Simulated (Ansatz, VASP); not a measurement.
## C in VASP and in Ansatz

```
CELL_PARAMETERS angstrom
3.70500 -2.13908 -6.79000
3.70500 -2.13908 6.79000
-7.41000 -4.27817 0.00000
ATOMIC_POSITIONS crystal
C 0.00000 0.00000 0.00000
C 0.50000 0.50000 0.00000
C 0.66667 0.66667 0.83333
C 0.16667 0.16667 0.83333
C 0.33333 0.33333 0.66667
C 0.83333 0.83333 0.66667
C 0.00000 0.00000 0.50000
C 0.50000 0.50000 0.50000
C 0.66667 0.66667 0.33333
C 0.16667 0.16667 0.33333
C 0.33333 0.33333 0.16667
C 0.83333 0.83333 0.16667
C 0.75000 0.25000 0.00000
C 0.25000 0.75000 0.00000
C 0.41667 0.91667 0.83333
C 0.91667 0.41667 0.83333
C 0.08333 0.58333 0.66667
C 0.58333 0.08333 0.66667
C 0.75000 0.25000 0.50000
C 0.25000 0.75000 0.50000
C 0.41667 0.91667 0.33333
C 0.91667 0.41667 0.33333
C 0.08333 0.58333 0.16667
C 0.58333 0.08333 0.16667
C 0.16417 0.16917 0.00000
C 0.66417 0.66917 0.00000
C 0.83083 0.83583 0.83333
C 0.33083 0.33583 0.83333
C 0.49750 0.50250 0.66667
C 0.99750 0.00250 0.66667
C 0.16417 0.16917 0.50000
C 0.66417 0.66917 0.50000
C 0.83083 0.83583 0.33333
C 0.33083 0.33583 0.33333
C 0.49750 0.50250 0.16667
C 0.99750 0.00250 0.16667
C 0.58083 0.08583 0.00000
C 0.08083 0.58583 0.00000
C 0.24750 0.75250 0.83333
C 0.74750 0.25250 0.83333
C 0.91417 0.41917 0.66667
C 0.41417 0.91917 0.66667
C 0.58083 0.08583 0.50000
C 0.08083 0.58583 0.50000
C 0.24750 0.75250 0.33333
C 0.74750 0.25250 0.33333
C 0.91417 0.41917 0.16667
C 0.41417 0.91917 0.16667
```

Alike in both runs: task single point; functional PBE; k mesh 2 × 2 × 2; occupations gaussian, width 0.05 eV; no spin polarisation.

```csv
,VASP,Ansatz
version,VASP 6.6.1,Ansatz 0.2.0
potentials or method,"VASP PAW PBE potentials, release 64 (C), cutoff 520 eV","scalar-relativistic, plane waves, PAW"
valence electrons in the cell,192,192
```

|  | VASP | Ansatz | Ansatz less VASP |
| --- | --- | --- | --- |
| gap on the k mesh at the Fermi level (eV) | none | none | - |
| rms of the force components (eV/Å) | 0.326 | 0.326 | +0.0007 |

Atom by atom the forces differ by 0.001 eV/Å (rms over components). A gap of «none» marks a metal or a gap that the smearing closes. Ansatz's warnings: structure snapped to symmetry.

The k mesh is coarse, so the values compare programs but aren't converged.
